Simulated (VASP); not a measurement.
ZnH2:

```xyz
3
Lattice="2.0727 -2.4064 0.0000 2.0727 2.4064 0.0000 0.0000 0.0000 5.7345" Properties=species:S:1:pos:R:3 pbc="T T T"
Zn    2.0727    0.0000    0.0000
H     0.0000    0.0000    0.0000
H     2.0727    0.0000    2.8673
```

* Program: VASP 6.6.1
* Task: relaxation of cell and atoms
* Functional: PBE
* Potentials or basis: VASP PAW PBE potentials, release 64 (Zn, H)
* Cutoff: 600 eV
* k mesh: 6 × 6 × 4
* Occupations: gaussian, width 0.1 eV
* Spin: no spin polarisation

At the start: pressure -8.6 GPa; volume 19.07 Å³/atom.

**Question.** How do energy, volume and symmetry change on relaxing?

**Answer.** Over 19 steps the energy falls by 857.9 meV/atom and the volume is 8.99 Å³/atom (-52.8 %); space group P4/mmm (No. 123, to 0.05 Å).

Step by step:
| step | energy change (eV) | largest force (eV/Å) | pressure (GPa) | volume (Å³) |
| --- | --- | --- | --- | --- |
| 1 | 0.0000 | 0.0000 | -8.55 | 57.20 |
| 2 | -0.5099 | 0.0000 | -9.00 | 49.16 |
| 3 | -1.6252 | 0.0000 | 2.15 | 29.36 |
| 4 | -1.9643 | 0.0000 | 5.32 | 26.80 |
| 5 | -1.4705 | 0.0000 | 47.10 | 19.82 |
| 6 | -2.1328 | 0.0000 | 9.78 | 24.99 |
| 7 | -2.1768 | 0.0000 | 15.98 | 23.43 |
| 8 | -2.4010 | 0.0000 | 8.77 | 24.84 |
| 9 | -2.5056 | 0.0000 | 3.52 | 26.44 |
| 10 | -2.4560 | 0.0000 | -1.78 | 29.67 |
| 11 | -2.5246 | 0.0000 | 1.09 | 27.61 |
| 12 | -2.5248 | 0.0000 | 1.28 | 27.53 |
| 13 | -2.5410 | 0.0000 | -0.11 | 27.81 |
| 14 | -2.5485 | 0.0000 | -1.52 | 28.15 |
| 15 | -2.5558 | 0.0000 | -1.03 | 27.83 |
| 16 | -2.5675 | 0.0000 | 0.83 | 26.91 |
| 17 | -2.5682 | 0.0000 | 1.45 | 26.63 |
| 18 | -2.5731 | 0.0000 | 0.68 | 26.85 |
| 19 | -2.5738 | 0.0000 | 0.30 | 26.98 |

Final structure:
```xyz
3
Lattice="1.9929 -2.0067 0.0000 1.9929 2.0067 0.0000 0.0000 0.0000 3.3736" Properties=species:S:1:pos:R:3 pbc="T T T"
Zn    1.9929    0.0000    0.0000
H     0.0000    0.0000    0.0000
H     1.9929    0.0000    1.6868
```

Caveat: the volume moved by over 15 % at a fixed basis, so the end points are rough.
